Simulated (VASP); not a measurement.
# LiCaF3 (Pm-3m) in VASP: single point with LDA

Aim: the single point of LiCaF3 with LDA.

All numbers are computed with VASP 6.6.1; they aren't measurements. Logs are shortened: lines on timing, memory, paths and dates and some standing lists are left out, and cuts for length are marked.

### Step 1. The cell of the first run

Symmetry: Pm-3m, No. 221, cubic system. Conventional cell: a = 3.761 Å, b = 3.761 Å, c = 3.761 Å, α = 90.00°, β = 90.00°, γ = 90.00°. Within 2.5 Å of Li (site symmetry m-3m) lie 6 F at 1.88 Å. Within 3.5 Å of Ca (site symmetry m-3m) lie 12 F at 2.66 Å and 8 Li at 3.26 Å. Within 2.5 Å of F (site symmetry 4/mmm) lie 2 Li at 1.88 Å.

### Step 2. Single point, LDA

Contents of INCAR:

```
PREC = Accurate
ENCUT = 520
EDIFF = 1E-6
ISMEAR = 0
SIGMA = 0.01
LREAL = False
LASPH = True
NELM = 60
ALGO = Normal
ISIF = 2
LWAVE = False
LCHARG = False
GGA = CA
NBANDS = 25
```

Contents of KPOINTS:

```
Automatic mesh
0
Gamma
  5 5 5
```

Contents of POSCAR:

```
LiCaF3
1.0
    3.7612440000      0.0000000000      0.0000000000
    0.0000000000      3.7612440000      0.0000000000
    0.0000000000      0.0000000000      3.7612440000
Li Ca F
1 1 3
Direct
    0.5000000000      0.5000000000      0.5000000000
    0.0000000000      0.0000000000      0.0000000000
    0.0000000000      0.5000000000      0.5000000000
    0.5000000000      0.5000000000      0.0000000000
    0.5000000000      0.0000000000      0.5000000000
```

Potentials or basis: VASP PAW LDA potentials, release 64 (Li_sv, Ca_sv, F).

Command:

```console
cat potpaw_LDA.64/Li_sv/POTCAR potpaw_LDA.64/Ca_sv/POTCAR potpaw_LDA.64/F/POTCAR > POTCAR
mpirun -np 1 vasp_std > vasp.out
```

OUTCAR:

```text
PREC = Accurate
   ENCUT = 520
   EDIFF = 1E-6
   ISMEAR = 0
   LREAL = False
   LASPH = True
   NELM = 60
   ISIF = 2
   GGA = CA

 ion  position               nearest neighbor table
   1  0.500  0.500  0.500-   3 1.88   4 1.88   5 1.88   4 1.88   5 1.88   3 1.88
   2  0.000  0.000  0.000-
   3  0.000  0.500  0.500-   1 1.88   1 1.88
   4  0.500  0.500  0.000-   1 1.88   1 1.88
   5  0.500  0.000  0.500-   1 1.88   1 1.88

  LATTYP: Found a simple cubic cell.
 ALAT       =     3.7612440000

  Lattice vectors:

 A1 = (   3.7612440000,   0.0000000000,   0.0000000000)
 A2 = (   0.0000000000,   3.7612440000,   0.0000000000)
 A3 = (   0.0000000000,   0.0000000000,   3.7612440000)

Analysis of symmetry for initial positions (statically):
=====================================================================
 Subroutine PRICEL returns:
 Original cell was already a primitive cell.

 Routine SETGRP: Setting up the symmetry group for a
 simple cubic supercell.

 Subroutine GETGRP returns: Found 48 space group operations
 (whereof 48 operations were pure point group operations)
 out of a pool of 48 trial point group operations.

The static configuration has the point symmetry O_h .

Analysis of symmetry for dynamics (positions and initial velocities):
=====================================================================
 Subroutine PRICEL returns:
 Original cell was already a primitive cell.

 Routine SETGRP: Setting up the symmetry group for a
 simple cubic supercell.

 Subroutine GETGRP returns: Found 48 space group operations
 (whereof 48 operations were pure point group operations)
 out of a pool of 48 trial point group operations.

The dynamic configuration has the point symmetry O_h .

 Subroutine INISYM returns: Found 48 space group operations
 (whereof 48 operations are pure point group operations),
 and found     1 'primitive' translations

----------------------------------------------------------------------------------------

                                     Primitive cell

  volume of cell :      53.2102

  direct lattice vectors                    reciprocal lattice vectors
     3.761244000  0.000000000  0.000000000     0.265869484  0.000000000  0.000000000
     0.000000000  3.761244000  0.000000000     0.000000000  0.265869484  0.000000000
     0.000000000  0.000000000  3.761244000     0.000000000  0.000000000  0.265869484

  length of vectors
     3.761244000  3.761244000  3.761244000     0.265869484  0.265869484  0.265869484

  position of ions in fractional coordinates (direct lattice)
     0.500000000  0.500000000  0.500000000
     0.000000000  0.000000000  0.000000000
     0.000000000  0.500000000  0.500000000
     0.500000000  0.500000000  0.000000000
     0.500000000  0.000000000  0.500000000

  ion indices of the primitive-cell ions
   primitive index   ion index
                 1           1
                 2           2
                 3           3
                 4           4
                 5           5

----------------------------------------------------------------------------------------

 KPOINTS: Automatic mesh

Automatic generation of k-mesh.
 Grid dimensions read from file:
 generate k-points for:    5    5    5

 Generating k-lattice:

  Cartesian coordinates                     Fractional coordinates (reciprocal lattice)
     0.053173897  0.000000000  0.000000000     0.200000000  0.000000000  0.000000000
     0.000000000  0.053173897  0.000000000     0.000000000  0.200000000  0.000000000
     0.000000000  0.000000000  0.053173897     0.000000000  0.000000000  0.200000000

  Length of vectors
     0.053173897  0.053173897  0.053173897

  Shift w.r.t. Gamma in fractional coordinates (k-lattice)
     0.000000000  0.000000000  0.000000000

 Subroutine IBZKPT returns following result:
 ===========================================

 Found     10 irreducible k-points:

 Following reciprocal coordinates:
            Coordinates               Weight
  0.000000  0.000000  0.000000      1.000000
  0.200000  0.000000  0.000000      6.000000
  0.400000  0.000000  0.000000      6.000000
  0.200000  0.200000  0.000000     12.000000
  0.400000  0.200000  0.000000     24.000000
  0.400000  0.400000  0.000000     12.000000
  0.200000  0.200000  0.200000      8.000000
  0.400000  0.200000  0.200000     24.000000
  0.400000  0.400000  0.200000     24.000000
  0.400000  0.400000  0.400000      8.000000
   k-points           NKPTS =     10   k-points in BZ     NKDIM =     10   number of bands    NBANDS=     25
   number of dos      NEDOS =    301   number of ions     NIONS =      5
   total plane-waves  NPLWV =  21952
   dimension x,y,z NGX =    28 NGY =   28 NGZ =   28
   dimension x,y,z NGXF=    56 NGYF=   56 NGZF=   56
   ions per type =               1   1   3
   NGX,Y,Z   is equivalent  to a cutoff of  12.38, 12.38, 12.38 a.u.
   NGXF,Y,Z  is equivalent  to a cutoff of  24.75, 24.75, 24.75 a.u.
 SYSTEM =  unknown system
   PREC   = accura    normal or accurate (medium, high low for compatibility)
   ISTART =      0    job   : 0-new  1-cont  2-samecut
   ICHARG =      2    charge: 1-file 2-atom 10-const
   ISPIN  =      1    spin polarized calculation?
   LNONCOLLINEAR =      F non collinear calculations
   LSORBIT =      F    spin-orbit coupling
   LASPH  =      T    aspherical Exc in radial PAW
   ENCUT  =  520.0 eV  38.22 Ry    6.18 a.u.   6.99  6.99  6.99*2*pi/ulx,y,z
   NELM   =     60;   NELMIN=  2; NELMDL= -5     # of ELM steps
   EDIFF  = 0.1E-05   stopping-criterion for ELM
   LREAL  =      F    real-space projection
   EDIFFG = 0.1E-04   stopping-criterion for IOM
   NSW    =      0    number of steps for IOM
   IBRION =     -1    ionic relax: 0-MD 1-quasi-New 2-CG
   NFREE  =      0    steps in history (QN), initial steepest desc. (CG)
   ISIF   =      2    stress and relaxation
   ISYM   =      2    0-nonsym 1-usesym 2-fastsym
   POTIM  = 0.5000    time-step for ionic-motion
   TEBEG  =    0.0;   TEEND  =   0.0 temperature during run
   PSTRESS=    0.0 pullay stress
   NELECT =      34.0000    total number of electrons
   NUPDOWN=      -1.0000    fix difference up-down
   EMIN   =  10.00;   EMAX   =-10.00  energy-range for DOS
   EFERMI =   0.00;   METHOD = LEGACY
   ISMEAR =     0;   SIGMA  =   0.01  broadening in eV -4-tet -1-fermi 0-gaus
   EFERMI_NEDOS =   21; number of points for ismear=-14 and -15
   IALGO  =     38    algorithm
   IMIX   =      4    mixing-type and parameters
     AMIX     =   0.40;   BMIX     =  1.00
     AMIX_MAG =   1.60;   BMIX_MAG =  1.00
  volume/ion in A,a.u.               =      10.64        71.82
  Fermi-wavevector in a.u.,A,eV,Ry     =   1.410056  2.664619 27.051883  1.988257
  Thomas-Fermi vector in A             =   2.532049
   LORBIT       =      0    0 simple, 1 ext, 2 COOP (PROOUT), +10 PAW based schemes
   GGA     = CA    functional components
   LHFCALC =     F    Hartree Fock is set to
   AEXX    =    0.0000 exact exchange contribution
   IVDW    =     0    specifies the selected vdW correction
   LEPSILON=     F    determine dielectric tensor
   LRPA    =     F    only Hartree local field effects (RPA)
 non-spin polarized calculation
 Gauss-broadening in eV      SIGMA  =   0.01
  energy-cutoff  :      520.00
  volume of cell :       53.21
 maximum number of plane-waves:      1445
 NGX is ok and might be reduce to    28
   NGX = 13   NGY = 13   NGZ = 13

 number of electron      33.9999946 magnetization

 Free energy of the ion-electron system (eV)
  ---------------------------------------------------
  ext. energy  EPLUGINS =         0.00000000
  ---------------------------------------------------
  free energy    TOTEN  =       -28.58828299 eV

  energy without entropy =      -28.58828299  energy(sigma->0) =      -28.58828299

 E-fermi :  -0.2877     XC(G=0): -10.9775

 val. band max:       -0.3636201668   @ k =   0.4000   0.4000   0.4000
 cond. band min:       6.0674170557   @ k =   0.0000   0.0000   0.0000
 fundamental gap:      6.4310372225
 Fermi energy:        -0.2876853181

 k-point     1 :       0.0000    0.0000    0.0000
  band No.  band energies     occupation
      1     -39.3503      2.00000
      2     -37.4178      2.00000
      3     -20.1741      2.00000
      4     -19.1992      2.00000
      5     -19.1992      2.00000
      6     -18.6348      2.00000
[... 17 lines left out ...]
     24      16.8347      0.00000
     25      16.8347      0.00000

 k-point     2 :       0.2000    0.0000    0.0000
  band No.  band energies     occupation
      1     -39.3488      2.00000
      2     -37.4145      2.00000
      3     -20.2023      2.00000
      4     -19.3930      2.00000
      5     -19.1927      2.00000
      6     -18.6284      2.00000
[... 17 lines left out ...]
     24      14.9558      0.00000
     25      16.7837      0.00000

 k-point     3 :       0.4000    0.0000    0.0000
  band No.  band energies     occupation
      1     -39.3461      2.00000
      2     -37.4090      2.00000
      3     -20.2524      2.00000
      4     -19.5939      2.00000
      5     -19.1805      2.00000
      6     -18.6180      2.00000
[... 17 lines left out ...]
     24      11.9684      0.00000
     25      16.6750      0.00000

 k-point     4 :       0.2000    0.2000    0.0000
  band No.  band energies     occupation
      1     -39.3472      2.00000
      2     -37.4111      2.00000
      3     -20.1928      2.00000
      4     -19.4966      2.00000
      5     -19.2639      2.00000
      6     -18.6222      2.00000
[... 17 lines left out ...]
     24      14.7010      0.00000
     25      15.2469      0.00000

 k-point     5 :       0.4000    0.2000    0.0000
  band No.  band energies     occupation
      1     -39.3446      2.00000
      2     -37.4057      2.00000
      3     -20.1736      2.00000
      4     -19.6941      2.00000
      5     -19.2648      2.00000
      6     -18.6120      2.00000
[... 17 lines left out ...]
     24      12.1258      0.00000
     25      15.0436      0.00000

 k-point     6 :       0.4000    0.4000    0.0000
  band No.  band energies     occupation
      1     -39.3422      2.00000
      2     -37.4003      2.00000
      3     -19.9997      2.00000
      4     -19.8407      2.00000
      5     -19.4283      2.00000
      6     -18.6024      2.00000
[... 17 lines left out ...]
     24      12.2144      0.00000
     25      12.9362      0.00000

 k-point     7 :       0.2000    0.2000    0.2000
  band No.  band energies     occupation
      1     -39.3456      2.00000
      2     -37.4078      2.00000
      3     -20.1674      2.00000
      4     -19.4445      2.00000
      5     -19.4445      2.00000
      6     -18.5446      2.00000
[... 17 lines left out ...]
     24      14.9026      0.00000
     25      14.9035      0.00000

 k-point     8 :       0.4000    0.2000    0.2000
  band No.  band energies     occupation
      1     -39.3431      2.00000
      2     -37.4025      2.00000
      3     -20.0997      2.00000
      4     -19.7025      2.00000
      5     -19.3451      2.00000
      6     -18.6380      2.00000
[... 17 lines left out ...]
     24      12.3929      0.00000
     25      14.7104      0.00000

 k-point     9 :       0.4000    0.4000    0.2000
  band No.  band energies     occupation
      1     -39.3407      2.00000
      2     -37.3972      2.00000
      3     -19.9289      2.00000
      4     -19.7575      2.00000
      5     -19.4706      2.00000
      6     -18.6497      2.00000
[... 17 lines left out ...]
     24      12.8087      0.00000
     25      12.9923      0.00000

 k-point    10 :       0.4000    0.4000    0.4000
  band No.  band energies     occupation
      1     -39.3384      2.00000
      2     -37.3923      2.00000
      3     -19.7616      2.00000
      4     -19.5875      2.00000
      5     -19.5875      2.00000
      6     -18.6825      2.00000
[... 17 lines left out ...]
     24      13.4523      0.00000
     25      13.9512      0.00000

------------------------ aborting loop because EDIFF is reached ----------------------------------------

  FORCE on cell =-STRESS in cart. coord.  units (eV):
  Direction    XX          YY          ZZ          XY          YZ          ZX
  --------------------------------------------------------------------------------------
  -------------------------------------------------------------------------------------
  Total       -3.1286015     -3.1286015     -3.1286015      0.0000000     -0.0000000     -0.0000000
  in kB      -94.2033421    -94.2033421    -94.2033421      0.0000000     -0.0000000     -0.0000000
  external PRESSURE =     -94.2033421 kB  Pullay stress =       0.0000000 kB

 VOLUME and BASIS-vectors are now :
 -----------------------------------------------------------------------------
  energy-cutoff  :      520.00
  volume of cell :       53.21
      direct lattice vectors                 reciprocal lattice vectors
     3.761244000  0.000000000  0.000000000     0.265869484  0.000000000  0.000000000
     0.000000000  3.761244000  0.000000000     0.000000000  0.265869484  0.000000000
     0.000000000  0.000000000  3.761244000     0.000000000  0.000000000  0.265869484

 POSITION                                       TOTAL-FORCE (eV/Angst)
 -----------------------------------------------------------------------------------
      1.88062      1.88062      1.88062         0.000000      0.000000      0.000000
      0.00000      0.00000      0.00000         0.000000      0.000000      0.000000
      0.00000      1.88062      1.88062         0.000000      0.000000      0.000000
      1.88062      1.88062      0.00000         0.000000      0.000000      0.000000
      1.88062      0.00000      1.88062         0.000000      0.000000      0.000000
 -----------------------------------------------------------------------------------
    total drift:                                0.000000      0.000000      0.000000

  FREE ENERGIE OF THE ION-ELECTRON SYSTEM (eV)
  ---------------------------------------------------
  free  energy   TOTEN  =       -28.5882829860 eV

  energy  without entropy=      -28.5882829860  energy(sigma->0) =      -28.58828299
```

Run time: 15 s. Hardware: 1 thread of AMD EPYC 7R13 (Zen 3), shared host; peak memory 0.11 GiB.

Results:

```
Free energy            : -28.5883 eV
Band gap on the k mesh : 6.43 eV, indirect (least direct gap 6.47 eV)
```

Levels at points of the mesh, in eV from the valence-band top:
```csv
k point,band 13,band 14,band 15,band 16,band 17,band 18,band 19,band 20,band 21,band 22
"(0.00, 0.00, 0.00)",-0.75,-0.75,-0.04,-0.04,-0.04,6.43,6.43,6.63,8.11,8.11
```

Caveat: the cutoff is under 1.25 times the usual one of these potentials, so pressure, stress and relaxed cells hold a basis-set (Pulay) error. As with any semilocal functional, this LDA gap is likely too small.
